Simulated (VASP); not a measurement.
# Cu (I4/mmm) in VASP: a series of runs

Cu is run at these levels: PBEsol; tasks: single point.

All numbers are computed with VASP 6.6.1; they aren't measurements. Logs are shortened: lines on timing, memory, paths and dates and some standing lists are left out, and cuts for length are marked.

## (1) The cell of the first run

Symmetry: I4/mmm, No. 139, tetragonal system. The conventional cell has a = 2.469 Å, b = 2.469 Å, c = 3.606 Å, α = 90.00°, β = 90.00°, γ = 90.00°. Cu (site symmetry 4/mmm) has 12 Cu at 2.47 to 2.51 Å within 3.3 Å.

## (2) Single point, PBEsol (biaxial strain in the a-b plane: -2.0 %)

Input file INCAR:

```
PREC = Accurate ; ENCUT = 520
EDIFF = 1E-7 ; ISMEAR = 0
SIGMA = 0.1 ; LREAL = False
LASPH = True ; NELM = 100
ALGO = Fast ; ISIF = 2
LWAVE = False ; LCHARG = False
GGA = PS ; NBANDS = 18
```

Input file KPOINTS:

```
Automatic mesh
0
Gamma
  20 20 14
```

Input file POSCAR:

```
Cu
1.0
    1.7460720655      1.7460720655      0.0000000000
   -1.7460720655      1.7460720655      0.0000000000
    0.0000000000      0.0000000000      3.6061733270
Cu
2
Direct
    0.0000000000      0.0000000000      0.0000000000
    0.5000000000      0.5000000000      0.5000000000
```

Potentials or basis: VASP PAW PBE potentials, release 64 (Cu).

Launch:

```bash
> cat potpaw_PBE.64/Cu/POTCAR > POTCAR
> mpirun -np 1 vasp_std > vasp.out
```

OUTCAR:

```text
PREC = Accurate
   ENCUT = 520
   EDIFF = 1E-7
   ISMEAR = 0
   LREAL = False
   LASPH = True
   NELM = 100
   ISIF = 2
   GGA = PS

 ion  position               nearest neighbor table
   1  0.000  0.000  0.000-   2 2.51   2 2.51   2 2.51   2 2.51   2 2.51   2 2.51   2 2.51   2 2.51

   2  0.500  0.500  0.500-   1 2.51   1 2.51   1 2.51   1 2.51   1 2.51   1 2.51   1 2.51   1 2.51

  LATTYP: Found a simple tetragonal cell.
 ALAT       =     2.4693187959
 C/A-ratio  =     1.4603919644

  Lattice vectors:

 A1 = (   1.7460720655,   1.7460720655,   0.0000000000)
 A2 = (  -1.7460720655,   1.7460720655,   0.0000000000)
 A3 = (   0.0000000000,   0.0000000000,   3.6061733270)

Analysis of symmetry for initial positions (statically):
=====================================================================
 Subroutine PRICEL returns following result:

  LATTYP: Found a body centered tetragonal cell.
 ALAT       =     2.4693187959
 C/A-ratio  =     1.4603919644

  Lattice vectors:

 A1 = (   1.7460720655,   0.0000000000,  -1.8030866635)
 A2 = (  -1.7460720655,   0.0000000000,  -1.8030866635)
 A3 = (   0.0000000000,   1.7460720655,   1.8030866635)

   2 primitive cells build up your supercell.

 Routine SETGRP: Setting up the symmetry group for a
 simple tetragonal supercell.

 Subroutine GETGRP returns: Found 16 space group operations
 (whereof 16 operations were pure point group operations)
 out of a pool of 16 trial point group operations.

The static configuration has the point symmetry D_4h.

Analysis of symmetry for dynamics (positions and initial velocities):
=====================================================================
 Subroutine PRICEL returns following result:

  LATTYP: Found a body centered tetragonal cell.
 ALAT       =     2.4693187959
 C/A-ratio  =     1.4603919644

  Lattice vectors:

 A1 = (   1.7460720655,   0.0000000000,  -1.8030866635)
 A2 = (  -1.7460720655,   0.0000000000,  -1.8030866635)
 A3 = (   0.0000000000,   1.7460720655,   1.8030866635)

   2 primitive cells build up your supercell.

 Routine SETGRP: Setting up the symmetry group for a
 simple tetragonal supercell.

 Subroutine GETGRP returns: Found 16 space group operations
 (whereof 16 operations were pure point group operations)
 out of a pool of 16 trial point group operations.

The dynamic configuration has the point symmetry D_4h.

 Subroutine INISYM returns: Found 16 space group operations
 (whereof 16 operations are pure point group operations),
 and found     2 'primitive' translations

----------------------------------------------------------------------------------------

                                     Primitive cell

  volume of cell :      10.9944

  direct lattice vectors                    reciprocal lattice vectors
     1.746072065  0.000000000 -1.803086664     0.286357024  0.286357024 -0.277302256
    -1.746072065  0.000000000 -1.803086664    -0.286357024  0.286357024 -0.277302256
     0.000000000  1.746072065  1.803086664     0.000000000  0.572714048  0.000000000

  length of vectors
     2.509958002  2.509958002  2.509958002     0.490812827  0.490812827  0.572714048

  position of ions in fractional coordinates (direct lattice)
     0.000000000  0.000000000  0.000000000

  ion indices of the primitive-cell ions
   primitive index   ion index
                 1           1

----------------------------------------------------------------------------------------

 KPOINTS: Automatic mesh

Automatic generation of k-mesh.
 Grid dimensions read from file:
 generate k-points for:   20   20   14

 Generating k-lattice:

  Cartesian coordinates                     Fractional coordinates (reciprocal lattice)
     0.014317851  0.014317851  0.000000000     0.050000000  0.000000000  0.000000000
    -0.014317851  0.014317851  0.000000000     0.000000000  0.050000000  0.000000000
     0.000000000  0.000000000  0.019807304     0.000000000  0.000000000  0.071428571

  Length of vectors
     0.020248499  0.020248499  0.019807304

  Shift w.r.t. Gamma in fractional coordinates (k-lattice)
     0.000000000  0.000000000  0.000000000

 Subroutine IBZKPT returns following result:
 ===========================================

 Found    528 irreducible k-points:

 Following reciprocal coordinates:
            Coordinates               Weight
  0.000000  0.000000  0.000000      1.000000
  0.050000  0.000000  0.000000      4.000000
  0.100000  0.000000  0.000000      4.000000
  0.150000  0.000000  0.000000      4.000000
  0.200000  0.000000  0.000000      4.000000
  0.250000  0.000000  0.000000      4.000000
[... 16 lines left out ...]
  0.150000  0.100000  0.000000      8.000000
  0.200000  0.100000  0.000000      8.000000
 [... further k-points ...]
   k-points           NKPTS =    528   k-points in BZ     NKDIM =    528   number of bands    NBANDS=     18
   number of dos      NEDOS =    301   number of ions     NIONS =      2
   total plane-waves  NPLWV =   9072
   dimension x,y,z NGX =    18 NGY =   18 NGZ =   28
   dimension x,y,z NGXF=    36 NGYF=   36 NGZF=   56
   ions per type =               2
   NGX,Y,Z   is equivalent  to a cutoff of  12.12, 12.12, 12.91 a.u.
   NGXF,Y,Z  is equivalent  to a cutoff of  24.24, 24.24, 25.82 a.u.
 SYSTEM =  unknown system
   PREC   = accura    normal or accurate (medium, high low for compatibility)
   ISTART =      0    job   : 0-new  1-cont  2-samecut
   ICHARG =      2    charge: 1-file 2-atom 10-const
   ISPIN  =      1    spin polarized calculation?
   LNONCOLLINEAR =      F non collinear calculations
   LSORBIT =      F    spin-orbit coupling
   LASPH  =      T    aspherical Exc in radial PAW
   ENCUT  =  520.0 eV  38.22 Ry    6.18 a.u.   4.59  4.59  6.71*2*pi/ulx,y,z
   NELM   =    100;   NELMIN=  2; NELMDL= -5     # of ELM steps
   EDIFF  = 0.1E-06   stopping-criterion for ELM
   LREAL  =      F    real-space projection
   EDIFFG = 0.1E-05   stopping-criterion for IOM
   NSW    =      0    number of steps for IOM
   IBRION =     -1    ionic relax: 0-MD 1-quasi-New 2-CG
   NFREE  =      0    steps in history (QN), initial steepest desc. (CG)
   ISIF   =      2    stress and relaxation
   ISYM   =      2    0-nonsym 1-usesym 2-fastsym
   POTIM  = 0.5000    time-step for ionic-motion
   TEBEG  =    0.0;   TEEND  =   0.0 temperature during run
   PSTRESS=    0.0 pullay stress
   NELECT =      22.0000    total number of electrons
   NUPDOWN=      -1.0000    fix difference up-down
   EMIN   =  10.00;   EMAX   =-10.00  energy-range for DOS
   EFERMI =   0.00;   METHOD = LEGACY
   ISMEAR =     0;   SIGMA  =   0.10  broadening in eV -4-tet -1-fermi 0-gaus
   EFERMI_NEDOS =   21; number of points for ismear=-14 and -15
   IALGO  =     68    algorithm
   IMIX   =      4    mixing-type and parameters
     AMIX     =   0.40;   BMIX     =  1.00
     AMIX_MAG =   1.60;   BMIX_MAG =  1.00
  volume/ion in A,a.u.               =      10.99        74.19
  Fermi-wavevector in a.u.,A,eV,Ry     =   1.637377  3.094194 36.477277  2.681004
  Thomas-Fermi vector in A             =   2.728527
   LORBIT       =      0    0 simple, 1 ext, 2 COOP (PROOUT), +10 PAW based schemes
   GGA     = PS    functional components
   LHFCALC =     F    Hartree Fock is set to
   AEXX    =    0.0000 exact exchange contribution
   IVDW    =     0    specifies the selected vdW correction
   LEPSILON=     F    determine dielectric tensor
   LRPA    =     F    only Hartree local field effects (RPA)
 non-spin polarized calculation
 RMM-DIIS sequential band-by-band and
 Gauss-broadening in eV      SIGMA  =   0.10
  energy-cutoff  :      520.00
  volume of cell :       21.99
 maximum number of plane-waves:       614
   NGX =  9   NGY =  9   NGZ = 13

 number of electron      21.9999958 magnetization

 Free energy of the ion-electron system (eV)
  ---------------------------------------------------
  ext. energy  EPLUGINS =         0.00000000
  ---------------------------------------------------
  free energy    TOTEN  =        -8.60084770 eV

  energy without entropy =       -8.59745626  energy(sigma->0) =       -8.59915198

 E-fermi :   8.3251     XC(G=0): -13.3313

 val. band max:        8.3025836538   @ k =   0.4000   0.2000   0.4286
 cond. band min:       8.3410269131   @ k =   0.4000   0.1000   0.4286
 fundamental gap:      0.0384432593
 Fermi energy:         8.3250744615

 k-point     1 :       0.0000    0.0000    0.0000
  band No.  band energies     occupation
      1      -1.6309      2.00000
      2       2.9619      2.00000
      3       3.5099      2.00000
      4       4.9465      2.00000
      5       5.1229      2.00000
      6       5.1229      2.00000
[... 10 lines left out ...]
     17      30.2666      0.00000
     18      31.4928      0.00000

 k-point     2 :       0.0500    0.0000    0.0000
  band No.  band energies     occupation
      1      -1.5655      2.00000
      2       2.9947      2.00000
      3       3.5293      2.00000
      4       4.9637      2.00000
      5       5.1044      2.00000
      6       5.1346      2.00000
[... 10 lines left out ...]
     17      30.7197      0.00000
     18      31.2300      0.00000

 k-point     3 :       0.1000    0.0000    0.0000
  band No.  band energies     occupation
      1      -1.3703      2.00000
      2       3.0899      2.00000
      3       3.5865      2.00000
      4       5.0115      2.00000
      5       5.0511      2.00000
      6       5.1693      2.00000
[... 10 lines left out ...]
     17      30.2741      0.00000
     18      31.9894      0.00000

 k-point     4 :       0.1500    0.0000    0.0000
  band No.  band energies     occupation
      1      -1.0490      2.00000
      2       3.2371      2.00000
      3       3.6777      2.00000
      4       4.9684      2.00000
      5       5.0776      2.00000
      6       5.2259      2.00000
[... 10 lines left out ...]
     17      28.8055      0.00000
     18      30.0145      0.00000

 k-point     5 :       0.2000    0.0000    0.0000
  band No.  band energies     occupation
      1      -0.6086      2.00000
      2       3.4207      2.00000
      3       3.7950      2.00000
      4       4.8650      2.00000
      5       5.1395      2.00000
      6       5.3026      2.00000
[... 10 lines left out ...]
     17      28.1635      0.00000
     18      28.6782      0.00000

 k-point     6 :       0.2500    0.0000    0.0000
  band No.  band energies     occupation
      1      -0.0599      2.00000
      2       3.6211      2.00000
      3       3.9254      2.00000
      4       4.7514      2.00000
      5       5.1709      2.00000
      6       5.2295      2.00000
[... 10 lines left out ...]
     17      26.3928      0.00000
     18      28.9358      0.00000

 k-point     7 :       0.3000    0.0000    0.0000
  band No.  band energies     occupation
      1       0.5804      2.00000
      2       3.8131      2.00000
      3       4.0523      2.00000
      4       4.6393      2.00000
      5       4.9545      2.00000
      6       5.1556      2.00000
[... 10 lines left out ...]
     17      25.6151      0.00000
     18      29.2396      0.00000

 k-point     8 :       0.3500    0.0000    0.0000
  band No.  band energies     occupation
      1       1.2863      2.00000
      2       3.9409      2.00000
      3       4.1815      2.00000
      4       4.5401      2.00000
      5       4.7364      2.00000
      6       5.0939      2.00000
[... 10 lines left out ...]
     17      26.6559      0.00000
     18      29.6147      0.00000
[... 229 lines left out ...]
     17      26.5166      0.00000
     18      31.2137      0.00000

 k-point    20 :       0.4500    0.0500    0.0000
  band No.  band energies     occupation
      1       2.7477      2.00000
      2       3.7337      2.00000
      3       4.3931      2.00000
      4       4.4398      2.00000
      5       4.5015      2.00000
      6       4.8381      2.00000
[... 10 lines left out ...]
     17      27.5953      0.00000
     18      29.9412      0.00000

 k-point    21 :       0.5000    0.0500    0.0000
  band No.  band energies     occupation
      1       3.3245      2.00000
      2       3.3245      2.00000
      3       4.3924      2.00000
      4       4.3924      2.00000
      5       4.6776      2.00000
      6       4.6776      2.00000
[... 10 lines left out ...]
     17      28.7390      0.00000
     18      28.7390      0.00000

 k-point    22 :       0.1000    0.1000    0.0000
  band No.  band energies     occupation
      1      -1.1123      2.00000
      2       3.2097      2.00000
      3       3.6673      2.00000
      4       4.9581      2.00000
      5       5.0854      2.00000
      6       5.2384      2.00000
[... 10 lines left out ...]
     17      30.2092      0.00000
     18      31.4557      0.00000

 k-point    23 :       0.1500    0.1000    0.0000
  band No.  band energies     occupation
      1      -0.7949      2.00000
      2       3.3459      2.00000
      3       3.7634      2.00000
      4       4.8679      2.00000
      5       5.1618      2.00000
      6       5.3042      2.00000
[... 10 lines left out ...]
     17      30.0241      0.00000
     18      31.0094      0.00000

 k-point    24 :       0.2000    0.1000    0.0000
  band No.  band energies     occupation
      1      -0.3608      2.00000
      2       3.5145      2.00000
      3       3.8852      2.00000
      4       4.7605      2.00000
      5       5.2307      2.00000
      6       5.3160      2.00000
[... 10 lines left out ...]
     17      28.2516      0.00000
     18      31.5096      0.00000

 [... further k-points ...]

------------------------ aborting loop because EDIFF is reached ----------------------------------------

  FORCE on cell =-STRESS in cart. coord.  units (eV):
  Direction    XX          YY          ZZ          XY          YZ          ZX
  --------------------------------------------------------------------------------------
  -------------------------------------------------------------------------------------
  Total        0.9528711      0.9528711      0.5635771      0.0000000     -0.0000000     -0.0000000
  in kB       69.4294672     69.4294672     41.0641663      0.0000000     -0.0000000     -0.0000000
  external PRESSURE =      59.9743669 kB  Pullay stress =       0.0000000 kB

 VOLUME and BASIS-vectors are now :
 -----------------------------------------------------------------------------
  energy-cutoff  :      520.00
  volume of cell :       21.99
      direct lattice vectors                 reciprocal lattice vectors
     1.746072065  1.746072065  0.000000000     0.286357024  0.286357024  0.000000000
    -1.746072065  1.746072065  0.000000000    -0.286357024  0.286357024  0.000000000
     0.000000000  0.000000000  3.606173327     0.000000000  0.000000000  0.277302256

 POSITION                                       TOTAL-FORCE (eV/Angst)
 -----------------------------------------------------------------------------------
      0.00000      0.00000      0.00000         0.000000     -0.000000      0.000000
      0.00000      1.74607      1.80309        -0.000000      0.000000     -0.000000
 -----------------------------------------------------------------------------------
    total drift:                                0.000000     -0.000000     -0.000000

  FREE ENERGIE OF THE ION-ELECTRON SYSTEM (eV)
  ---------------------------------------------------
  free  energy   TOTEN  =        -8.6008476992 eV

  energy  without entropy=       -8.5974562588  energy(sigma->0) =       -8.59915198
```

Run time: 91 s. Hardware: 1 thread of Intel Xeon 6975P-C (Granite Rapids), shared host; peak memory 0.27 GiB.

Results:

```
Free energy            : -8.6008 eV
Pressure               : 6.0 GPa
Band gap on the k mesh : zero (bands 11 and 12 overlap by 8.45 eV)
```

Stress tensor (GPa, compression positive):
```
6.94 0.00 0.00
0.00 6.94 0.00
0.00 0.00 4.11
```

Caveat: the cell differs from its parent crystal (biaxial strain in the a-b plane: -2.0 %); the cell stands under pressure; the PAW data sets were made with another functional, which shifts forces and pressure a little.

## (3) Single point, PBEsol (biaxial strain in the a-b plane: -4.0 %, then relaxed in part)

Input file INCAR:

```
ALGO = Fast
EDIFF = 1E-7
ENCUT = 520
GGA = PS
ISIF = 2
ISMEAR = 0
LASPH = True
LCHARG = False
LREAL = False
LWAVE = False
NBANDS = 18
NELM = 100
PREC = Accurate
SIGMA = 0.1
```

Input file KPOINTS:

```
k-points
0
Gamma
  20 20 14
```

Input file POSCAR:

```
Cu
1.0
    1.7104379417      1.7104379417      0.0000000000
   -1.7104379417      1.7104379417      0.0000000000
    0.0000000000      0.0000000000      3.7538013658
Cu
2
Direct
    0.0000000000      0.0000000000      0.0000000000
    0.5000000000      0.5000000000      0.5000000000
```

Potentials or basis: VASP PAW PBE potentials, release 64 (Cu).

Launch:

```bash
> cat potpaw_PBE.64/Cu/POTCAR > POTCAR
> mpirun -np 1 vasp_std > vasp.out
```

It took 86 s on 1 thread of Intel Xeon 6975P-C (Granite Rapids), shared host; peak memory 0.26 GiB.

Results (log left out):

```yaml
Free_energy: -8.5685 eV
Pressure: 7.1 GPa
Band_gap_on_the_k_mesh: zero (bands 11 and 12 overlap by 8.45 eV)
```

Stress tensor (GPa, compression positive):
```
10.04  0.00  0.00
 0.00 10.04  0.00
 0.00  0.00  1.23
```

Levels at points of the mesh, in eV from the Fermi level:
| k point | band 9 | band 10 | band 11 | band 12 | band 13 | band 14 |
| --- | --- | --- | --- | --- | --- | --- |
| (0.00, 0.00, 0.00) | -1.69 | -1.58 | -1.58 | 0.10 | 5.99 | 15.18 |
| (0.50, 0.00, 0.00) | -2.24 | -2.24 | 0.00 | 0.00 | 9.33 | 9.33 |
| (0.50, 0.50, 0.00) | -1.36 | -1.36 | 2.13 | 2.13 | 8.47 | 8.47 |
| (0.00, 0.00, 0.50) | -2.40 | -2.40 | -1.90 | -1.90 | 16.42 | 16.42 |
| (0.50, 0.00, 0.50) | -1.63 | -1.63 | -1.24 | -1.24 | 4.15 | 4.15 |
| (0.50, 0.50, 0.50) | -1.36 | -1.36 | 6.55 | 6.55 | 6.55 | 6.55 |

Caveat: the cell differs from its parent crystal (biaxial strain in the a-b plane: -4.0 %, then relaxed in part); the cell stands under pressure; the PAW data sets were made with another functional, which shifts forces and pressure a little.
